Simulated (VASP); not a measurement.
Here is a VASP 6.6.1 calculation.

The input POSCAR:

```
MoS2
1.0
    3.2202374473      0.0000000000      0.0000000000
   -1.6101187237      2.7888074356      0.0000000000
    0.0000000000      0.0000000000      5.9450268533
Mo S
1 2
Direct
    0.0000000000      0.0000000000      0.0000000000
    0.3333333333      0.6666666667      0.2600310809
    0.6666666667      0.3333333333      0.7399689191
```

Contents of INCAR.step1:

```
SYSTEM = MoS2
PREC = Accurate
ENCUT = 520
ISMEAR = -1
SIGMA = 0.02
LREAL = .False.
LASPH = .True.
NELM = 100
NBANDS = 20
GGA = PE
ALGO = Normal
EDIFF = 1E-4
LWAVE = .True.
LCHARG = .False.
```

Contents of INCAR.step2:

```
SYSTEM = MoS2
PREC = Accurate
ENCUT = 520
EDIFF = 1E-6
ISMEAR = -1
SIGMA = 0.02
LREAL = .False.
LASPH = .True.
NELM = 100
ALGO = Normal
ISIF = 2
LWAVE = .False.
LCHARG = .True.
METAGGA = R2SCAN
LMIXTAU = .True.
LELF = .True.
LVHAR = .True.
NBANDS = 20
ISTART = 1
```

File KPOINTS:

```
Automatic mesh
0
Gamma
  12 12 4
  0 0 0
```

Potentials or basis: VASP PAW PBE potentials, release 64 (Mo_sv, S).

Launch:

```bash
$ cat potpaw_PBE.64/Mo_sv/POTCAR potpaw_PBE.64/S/POTCAR > POTCAR
$ cp INCAR.step1 INCAR
$ mpirun -np 1 vasp_std > vasp.out
$ cp INCAR.step2 INCAR
$ mpirun -np 1 vasp_std > vasp.out
```

Q: What does it give for the pressure?

A: 1.2 GPa.

Q: Predict the largest force.

A: 0.052 eV/Å.

Q: Predict the band gap on the k mesh.

A: Zero (bands 13 and 14 overlap by 1.27 eV).

Forces on the atoms (eV/Å):
```
Mo   0.000  0.000  0.000
S    0.000  0.000 -0.052
S    0.000  0.000  0.052
```

Caveat: the PAW data sets were made with another functional, which shifts forces and pressure a little.
